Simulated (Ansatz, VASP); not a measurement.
Pd in VASP and in Ansatz

INCAR

```
PREC = Accurate ; ENCUT = 520
EDIFF = 1E-8 ; ISMEAR = -1
SIGMA = 0.05 ; LREAL = F
LASPH = T ; NELM = 60
ALGO = Normal ; ISIF = 2
LWAVE = F ; LCHARG = F
LEFG = T ; NBANDS = 11
```

The input KPOINTS:

```
regular mesh
0
Gamma
  18 18 18
```

File POSCAR:

```
Pd
1.0
   -0.0583470000      1.9157265000      1.9157265000
    1.9157265000     -0.0583470000      1.9157265000
    1.9157265000      1.9157265000     -0.0583470000
Pd
1
Direct
    0.0000000000      0.0000000000      0.0000000000
```

Input for Ansatz:

```yaml
crystal:
  lattice:
    - [-0.058347, 1.9157265, 1.9157265]
    - [1.9157265, -0.058347, 1.9157265]
    - [1.9157265, 1.9157265, -0.058347]
  atoms:
    - { symbol: Pd, position: [0.0, 0.0, 0.0] }
kpoints:
  mp_grid: { grid: [18, 18, 18] }
scf:
  occupations: { method: fermi_dirac, width: 0.05 }
hamiltonian:
  xc: lda
  pseudopotentials: { kind: all_electron, datasets: crystal }
output:
  forces: true
  stress: true
  eigenvalues: true
  efg: { contact_densities: true }
```

Change from the starting cell: equal xy, yz and zx shear strains of -3 %, crystal datasets.

Alike in both runs: task electric field gradients; functional LDA; k mesh 18 × 18 × 18; occupations fermi-dirac, width 0.05 eV; no spin polarisation.

```csv
,VASP,Ansatz
version,VASP 6.6.1,Ansatz 0.2.0
potentials or method,"VASP PAW LDA potentials, release 64 (Pd), cutoff 520 eV","all-electron PAW with datasets made for the crystal, scalar-relativistic"
```

Ansatz gave:

```
pressure (GPa)                                                : -7.5
traceless stress, the component that is largest in VASP (GPa) : 2.06
size of Vzz on the site where it differs most (V/Å²)          : 15.8
```

Problem. What did VASP give for the same quantities?

Solution. Pressure (GPa): -7.3; traceless stress, the component that is largest in VASP (GPa): 2.08; size of Vzz on the site where it differs most (V/Å²): 6.0.

LDA's correlation is that of Perdew and Zunger in VASP and of Perdew and Wang (1992) in Ansatz. Ansatz ran all-electron here, and VASP with PAW potentials.
